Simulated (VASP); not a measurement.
# H5W20CN in VASP: single point with PBE+D3(BJ)

Aim: the single point of H5W20CN with PBE+D3(BJ).

Everything below comes from runs of VASP 6.6.1. Logs are shortened: lines on timing, memory, paths and dates and some standing lists are left out, and cuts for length are marked.

## 1. The cell of the first run

The cell holds a slab with vacuum, 27 atoms: a = 6.319 Å, b = 6.319 Å, c = 26.533 Å, α = 90.00°, β = 90.00°, γ = 90.00°.

## 2. Single point, PBE+D3(BJ)

Contents of INCAR:

```
ALGO = Fast ; DIPOL = 0.5 0.5 0.479
EDIFF = 1E-7 ; ENCUT = 520
GGA = PE ; IDIPOL = 3
ISIF = 2 ; ISMEAR = 0
IVDW = 12 ; LASPH = True
LCHARG = False ; LDIPOL = True
LREAL = Auto ; LWAVE = False
NBANDS = 166 ; NELM = 80
PREC = Accurate ; SIGMA = 0.1
```

Contents of KPOINTS:

```
k-points
0
Gamma
  3 3 1
```

Contents of POSCAR:

```
H5W20CN
1.0
    6.3187499463      0.0000000000      0.0000000000
    0.0000000000      6.3187499463      0.0000000000
    0.0000000000      0.0000000000     26.5332499463
W C N H
20 1 1 5
Direct
    0.2500000000      0.7500000000      0.3015084852
    0.2500000000      0.2500000000      0.3015084852
    0.7500000000      0.7500000000      0.3015084852
    0.7500000000      0.2500000000      0.3015084852
    0.5000000000      0.5000000000      0.3610446329
    0.5000000000      0.0000000000      0.3610446329
    0.0000000000      0.5000000000      0.3610446329
    0.0000000000      0.0000000000      0.3610446329
    0.7513553562      0.2513205556      0.4206138184
    0.7483878638      0.7481499067      0.4206874019
    0.2482460319      0.2482838515      0.4206389493
    0.2521982808      0.7521715524      0.4206413749
   -0.0035842112     -0.0053098377      0.4810377975
    0.0042286332      0.5042103641      0.4808685983
    0.5046864568      0.0045393266      0.4805724869
    0.4946250233      0.4962567760      0.4809787028
    0.2769455679      0.7772029730      0.5394811576
    0.2200267895      0.2209118600      0.5370999815
    0.7207044672      0.7197581803      0.5370934343
    0.7797810223      0.2792780407      0.5376409085
    0.3825527760     -0.1888394674      0.6592389050
    0.2255565650     -0.2673835989      0.6222831310
    0.4026648542     -0.0180438836      0.6536802152
    0.5350112526     -0.2656018939      0.6512714307
    0.3337355881     -0.2219883813      0.6982332385
    0.0801383064     -0.1980119021      0.6281022074
    0.2014159590     -0.4280080342      0.6261107021
```

Potentials or basis: VASP PAW PBE potentials, release 64 (W_sv, C, N, H).

On the command line:

```console
$ cat potpaw_PBE.64/W_sv/POTCAR potpaw_PBE.64/C/POTCAR potpaw_PBE.64/N/POTCAR potpaw_PBE.64/H/POTCAR > POTCAR
$ mpirun -np 1 vasp_std > vasp.out
```

OUTCAR:

```text
EDIFF = 1E-7
   ENCUT = 520
   GGA = PE
   ISIF = 2
   ISMEAR = 0
   IVDW = 12
   LASPH = True
   LREAL = Auto
   NELM = 80
   PREC = Accurate
 IVDW          = 12

 ion  position               nearest neighbor table
   1  0.250  0.750  0.302-   5 2.74   6 2.74   7 2.74   8 2.74   2 3.16   3 3.16   2 3.16   3 3.16
                            12 3.16
   2  0.250  0.250  0.302-   5 2.74   6 2.74   7 2.74   8 2.74   1 3.16   4 3.16   1 3.16   4 3.16
                            11 3.16
   3  0.750  0.750  0.302-   5 2.74   6 2.74   7 2.74   8 2.74   1 3.16   4 3.16   4 3.16   1 3.16
                            10 3.16
   4  0.750  0.250  0.302-   5 2.74   6 2.74   7 2.74   8 2.74   2 3.16   3 3.16   3 3.16   2 3.16
                             9 3.16
   5  0.500  0.500  0.361-  10 2.73   2 2.74   3 2.74   4 2.74   1 2.74   9 2.74  12 2.74  11 2.75
                             6 3.16   7 3.16   6 3.16   7 3.16  16 3.18
   6  0.500  0.000  0.361-  12 2.72   2 2.74   3 2.74   4 2.74   1 2.74  11 2.74  10 2.74   9 2.75
                             5 3.16   8 3.16   5 3.16   8 3.16  15 3.17
   7  0.000  0.500  0.361-   9 2.73   2 2.74   3 2.74   4 2.74   1 2.74  11 2.74  10 2.74  12 2.75
                             5 3.16   8 3.16   8 3.16   5 3.16  14 3.18
   8  0.000  0.000  0.361-  11 2.72   2 2.74   3 2.74   4 2.74   1 2.74   9 2.74  12 2.74  10 2.75
                             6 3.16   7 3.16   7 3.16   6 3.16  13 3.18
   9  0.751  0.251  0.421-  15 2.72   7 2.73   8 2.74   5 2.74   6 2.75  16 2.76  13 2.76  14 2.77
[... 17 lines left out ...]
  18  0.220  0.221  0.537-  13 2.50  14 2.70  15 2.71  20 2.81  17 2.83  16 2.87  11 3.10
  19  0.721  0.720  0.537-  16 2.50  14 2.70  15 2.71  20 2.81  17 2.83  13 2.87  10 3.10
  20  0.780  0.279  0.538-  14 2.51  13 2.71  16 2.72  18 2.81  19 2.81  15 2.89   9 3.12
  21  0.383  0.811  0.659-  23 1.10  24 1.10  25 1.10  22 1.48
  22  0.226  0.733  0.622-  26 1.03  27 1.03  21 1.48  17 2.24
  23  0.403  0.982  0.654-  21 1.10
  24  0.535  0.734  0.651-  21 1.10
  25  0.334  0.778  0.698-  21 1.10
  26  0.080  0.802  0.628-  22 1.03
  27  0.201  0.572  0.626-  22 1.03

  LATTYP: Found a simple tetragonal cell.
 ALAT       =     6.3187499463
 C/A-ratio  =     4.1991296019

  Lattice vectors:

 A1 = (   6.3187499463,   0.0000000000,   0.0000000000)
 A2 = (   0.0000000000,   6.3187499463,   0.0000000000)
 A3 = (   0.0000000000,   0.0000000000,  26.5332499463)

Analysis of symmetry for initial positions (statically):
=====================================================================
 Subroutine PRICEL returns:
 Original cell was already a primitive cell.

 Routine SETGRP: Setting up the symmetry group for a
 simple tetragonal supercell.

 Subroutine GETGRP returns: Found  1 space group operations
 (whereof  1 operations were pure point group operations)
 out of a pool of 16 trial point group operations.

The static configuration has the point symmetry C_1 .

Analysis of symmetry for dynamics (positions and initial velocities):
=====================================================================
 Subroutine PRICEL returns:
 Original cell was already a primitive cell.

 Routine SETGRP: Setting up the symmetry group for a
 simple tetragonal supercell.

 Subroutine GETGRP returns: Found  1 space group operations
 (whereof  1 operations were pure point group operations)
 out of a pool of 16 trial point group operations.

The dynamic configuration has the point symmetry C_1 .

 Subroutine INISYM returns: Found  1 space group operations
 (whereof  1 operations are pure point group operations),
 and found     1 'primitive' translations

----------------------------------------------------------------------------------------

                                     Primitive cell

  volume of cell :    1059.3825

  direct lattice vectors                    reciprocal lattice vectors
     6.318749946  0.000000000  0.000000000     0.158259151  0.000000000  0.000000000
     0.000000000  6.318749946  0.000000000     0.000000000  0.158259151  0.000000000
     0.000000000  0.000000000 26.533249946     0.000000000  0.000000000  0.037688561

  length of vectors
     6.318749946  6.318749946 26.533249946     0.158259151  0.158259151  0.037688561

  position of ions in fractional coordinates (direct lattice)
     0.250000000  0.750000000  0.301508485
     0.250000000  0.250000000  0.301508485
     0.750000000  0.750000000  0.301508485
     0.750000000  0.250000000  0.301508485
     0.500000000  0.500000000  0.361044633
     0.500000000  0.000000000  0.361044633
[... 19 lines left out ...]
     0.080138306  0.801988098  0.628102207
     0.201415959  0.571991966  0.626110702

  ion indices of the primitive-cell ions
   primitive index   ion index
                 1           1
                 2           2
[... 43 lines left out ...]

  Shift w.r.t. Gamma in fractional coordinates (k-lattice)
     0.000000000  0.000000000  0.000000000

 Subroutine IBZKPT returns following result:
 ===========================================

 Found      5 irreducible k-points:

 Following reciprocal coordinates:
            Coordinates               Weight
  0.000000  0.000000  0.000000      1.000000
  0.333333  0.000000  0.000000      2.000000
  0.000000  0.333333  0.000000      2.000000
  0.333333  0.333333  0.000000      2.000000
 -0.333333  0.333333  0.000000      2.000000
   k-points           NKPTS =      5   k-points in BZ     NKDIM =      5   number of bands    NBANDS=    166
   number of dos      NEDOS =    301   number of ions     NIONS =     27
   total plane-waves  NPLWV = 460800
   dimension x,y,z NGX =    48 NGY =   48 NGZ =  200
   dimension x,y,z NGXF=    96 NGYF=   96 NGZF=  400
   ions per type =              20   1   1   5
   NGX,Y,Z   is equivalent  to a cutoff of  12.63, 12.63, 12.53 a.u.
   NGXF,Y,Z  is equivalent  to a cutoff of  25.26, 25.26, 25.06 a.u.
 SYSTEM =  unknown system
   PREC   = accura    normal or accurate (medium, high low for compatibility)
   ISTART =      0    job   : 0-new  1-cont  2-samecut
   ICHARG =      2    charge: 1-file 2-atom 10-const
   ISPIN  =      1    spin polarized calculation?
   LNONCOLLINEAR =      F non collinear calculations
   LSORBIT =      F    spin-orbit coupling
   LASPH  =      T    aspherical Exc in radial PAW
   ENCUT  =  520.0 eV  38.22 Ry    6.18 a.u.  11.75 11.75 49.33*2*pi/ulx,y,z
   NELM   =     80;   NELMIN=  2; NELMDL= -5     # of ELM steps
   EDIFF  = 0.1E-06   stopping-criterion for ELM
   LREAL  =      T    real-space projection
   EDIFFG = 0.1E-05   stopping-criterion for IOM
   NSW    =      0    number of steps for IOM
   IBRION =     -1    ionic relax: 0-MD 1-quasi-New 2-CG
   NFREE  =      0    steps in history (QN), initial steepest desc. (CG)
   ISIF   =      2    stress and relaxation
   ISYM   =      2    0-nonsym 1-usesym 2-fastsym
   POTIM  = 0.5000    time-step for ionic-motion
   TEBEG  =    0.0;   TEEND  =   0.0 temperature during run
   PSTRESS=    0.0 pullay stress
   NELECT =     294.0000    total number of electrons
   NUPDOWN=      -1.0000    fix difference up-down
   EMIN   =  10.00;   EMAX   =-10.00  energy-range for DOS
   EFERMI =   0.00;   METHOD = LEGACY
   ISMEAR =     0;   SIGMA  =   0.10  broadening in eV -4-tet -1-fermi 0-gaus
   EFERMI_NEDOS =   21; number of points for ismear=-14 and -15
   IALGO  =     68    algorithm
   IMIX   =      4    mixing-type and parameters
     AMIX     =   0.40;   BMIX     =  1.00
     AMIX_MAG =   1.60;   BMIX_MAG =  1.00
  volume/ion in A,a.u.               =      39.24       264.78
  Fermi-wavevector in a.u.,A,eV,Ry     =   1.067840  2.017926 15.514494  1.140283
  Thomas-Fermi vector in A             =   2.203470
   LORBIT       =      0    0 simple, 1 ext, 2 COOP (PROOUT), +10 PAW based schemes
   GGA     = PE    functional components
   LHFCALC =     F    Hartree Fock is set to
   AEXX    =    0.0000 exact exchange contribution
   IVDW    =    12    specifies the selected vdW correction
   LEPSILON=     F    determine dielectric tensor
   LRPA    =     F    only Hartree local field effects (RPA)
 non-spin polarized calculation
 RMM-DIIS sequential band-by-band and
 Gauss-broadening in eV      SIGMA  =   0.10
  energy-cutoff  :      520.00
  volume of cell :     1059.38
 maximum number of plane-waves:     28534
   NGX = 23   NGY = 23   NGZ = 99

 dipolmoment           0.000000      0.000000      0.508359 electrons x Angstroem

 number of electron     294.0000008 magnetization

 dipolmoment           0.000000      0.000000     -0.303745 electrons x Angstroem

 Free energy of the ion-electron system (eV)
  ---------------------------------------------------
  ext. energy  EPLUGINS =         0.00000000
  ---------------------------------------------------
  free energy    TOTEN  =      -275.45774350 eV

  energy without entropy =     -275.34109731  energy(sigma->0) =     -275.39942041

 E-fermi :   1.2679     XC(G=0):  -5.4140

 val. band max:        1.2530822337   @ k =  -0.3333   0.3333   0.0000
 cond. band min:       1.3052979091   @ k =   0.0000   0.0000   0.0000
 fundamental gap:      0.0522156754
 Fermi energy:         1.2679417047

 k-point     1 :       0.0000    0.0000    0.0000
  band No.  band energies     occupation
      1     -72.8625      2.00000
      2     -72.8224      2.00000
      3     -72.8115      2.00000
      4     -72.7941      2.00000
      5     -72.7911      2.00000
      6     -72.7785      2.00000
[... 799 lines left out ...]
    158       2.4155      0.00000
    159       2.4290      0.00000
 [bands above 159 left out]

------------------------ aborting loop because EDIFF is reached ----------------------------------------

 vacuum level on the upper side and lower side of the slab       (xc-potential included)        -0.748         0.593

 Edisp (eV)   -9.90368

 E8    (eV) :    -5.1711

  FORCE on cell =-STRESS in cart. coord.  units (eV):
  Direction    XX          YY          ZZ          XY          YZ          ZX
  --------------------------------------------------------------------------------------
  -------------------------------------------------------------------------------------
  Total     -24.98411   -24.94424    -7.65325     1.38659     0.06609     0.04091
  in kB     -37.78520   -37.72489   -11.57454     2.09703     0.09996     0.06186
  external pressure =      -29.03 kB  Pullay stress =        0.00 kB

 VOLUME and BASIS-vectors are now :
 -----------------------------------------------------------------------------
  energy-cutoff  :      520.00
  volume of cell :     1059.38
      direct lattice vectors                 reciprocal lattice vectors
     6.318749946  0.000000000  0.000000000     0.158259151  0.000000000  0.000000000
     0.000000000  6.318749946  0.000000000     0.000000000  0.158259151  0.000000000
     0.000000000  0.000000000 26.533249946     0.000000000  0.000000000  0.037688561

 POSITION                                       TOTAL-FORCE (eV/Angst)
 -----------------------------------------------------------------------------------
      1.57969      4.73906      8.00000        -0.028057     -0.022685      1.313971
      1.57969      1.57969      8.00000        -0.013498     -0.020353      1.313471
      4.73906      4.73906      8.00000        -0.010050     -0.006815      1.312579
      4.73906      1.57969      8.00000        -0.011689     -0.017016      1.306587
      3.15937      3.15937      9.57969         0.016074      0.020363     -1.344828
      3.15937      0.00000      9.57969         0.033849      0.025941     -1.374809
[... 19 lines left out ...]
      0.50637      5.06756     16.66559         0.038765     -0.030021     -0.006138
      1.27270      3.61427     16.61275         0.009001      0.038306     -0.008384
 -----------------------------------------------------------------------------------
    total drift:                               -0.005559     -0.002251     -0.018499

  FREE ENERGIE OF THE ION-ELECTRON SYSTEM (eV)
  ---------------------------------------------------
  free  energy   TOTEN  =      -285.3614282021 eV

  energy  without entropy=     -285.2447820132  energy(sigma->0) =     -285.30310511

 vacuum level on the upper side and lower side of the slab         3.991         5.359
```

It took 1.5 h on 1 thread of Oxide Virtual Turin-like, shared host; peak memory 1.3 GiB.

Results:

```yaml
Free_energy: -285.3614 eV
Largest_force: 1.375 eV/Å
Band_gap_on_the_k_mesh: zero (bands 147 and 148 overlap by 0.15 eV)
Dispersion_energy_per_atom: -0.367 eV
```

Forces on the atoms (eV/Å):
```
W   -0.028 -0.023  1.314
W   -0.013 -0.020  1.313
W   -0.010 -0.007  1.313
W   -0.012 -0.017  1.307
W    0.016  0.020 -1.345
W    0.034  0.026 -1.375
W    0.006  0.010 -1.367
W    0.016  0.011 -1.349
W    0.001  0.001  0.005
W   -0.007 -0.001 -0.007
W    0.001 -0.006  0.000
W    0.008  0.007 -0.008
W   -0.013 -0.019 -0.016
W    0.014  0.021 -0.010
W    0.002  0.013  0.001
W   -0.012 -0.022 -0.002
W   -0.014 -0.009  0.035
W    0.030  0.011  0.063
W    0.010  0.028  0.061
W   -0.016 -0.014  0.058
C    0.001  0.009 -0.034
N   -0.057 -0.016  0.020
H   -0.002  0.011 -0.007
H    0.002 -0.014  0.001
H   -0.004 -0.009  0.044
H    0.039 -0.030 -0.006
H    0.009  0.038 -0.008
```

Levels at points of the mesh, in eV from the Fermi level:
| k point | band 144 | band 145 | band 146 | band 147 | band 148 | band 149 |
| --- | --- | --- | --- | --- | --- | --- |
| (0.00, 0.00, 0.00) | -0.24 | -0.21 | -0.21 | 0.04 | 0.11 | 0.12 |

Caveat: spin-orbit coupling is left out, which moves the levels of the heavy elements.

The gap in the log of VASP goes by the Fermi energy; the results here count the filled bands.